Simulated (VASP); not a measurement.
Here is a VASP 6.6.1 calculation.

The input INCAR:

```
  ALGO = Normal
  EDIFF = 1E-6
  ENCUT = 600
  GGA = PE
  GGA_COMPAT = False
  ISIF = 2
  ISMEAR = -1
  LASPH = True
  LCHARG = False
  LREAL = False
  LWAVE = False
  NBANDS = 14
  NELM = 120
  PREC = Accurate
  SIGMA = 0.05
```

KPOINTS

```
k-points
0
Gamma
  13 13 13
```

The input POSCAR:

```
TaC
1.0
    0.0000000000      2.2376790806      2.2376790806
    2.2376790806      0.0000000000      2.2376790806
    2.2376790806      2.2376790806      0.0000000000
Ta C
1 1
Direct
    0.0000000000      0.0000000000      0.0000000000
    0.5000000000      0.5000000000      0.5000000000
```

Potentials or basis: VASP PAW PBE potentials, release 64 (Ta_pv, C).

Launch:

```bash
$ cat potpaw_PBE.64/Ta_pv/POTCAR potpaw_PBE.64/C/POTCAR > POTCAR
$ mpirun -np 1 vasp_std > vasp.out
```

(1) Predict the pressure.

(2) What does it give for the band gap on the k mesh?

Results:

(1) 0.6 GPa.

(2) zero (an odd number of electrons rules out a gap without spin polarisation).

Caveat: spin-orbit coupling is left out, which moves the levels of the heavy elements.
